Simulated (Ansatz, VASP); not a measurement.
## Two plane-wave programs on Sc

```
Sc
1.0
     3.36326    0.00000    0.00000
    -1.68163    2.91266    0.00000
     0.00000    0.00000    5.35976
Sc
2
Direct
  0.33333 0.66667 0.25000
  0.66667 0.33333 0.75000
```

Alike in both runs: task single point; functional PBE; k mesh 8 × 8 × 5; no spin polarisation.

|  | VASP | Ansatz |
| --- | --- | --- |
| version | VASP 6.6.1 | Ansatz 0.2.0 |
| potentials or method | VASP PAW PBE potentials, release 64 (Sc_sv), cutoff 520 eV | plane waves, PAW |
| occupations | methfessel-paxton of order 1, width 0.1 eV | cold |
| valence electrons in the cell | 22 | 22 |

Ansatz gave:

| Quantity | Value |
| --- | --- |
| pressure (GPa) | -3.0 |
| traceless stress, the component that is largest in VASP (GPa) | -0.81 |

Which values does VASP return?

Pressure (GPa): -3.0; traceless stress, the component that is largest in VASP (GPa): -0.80.
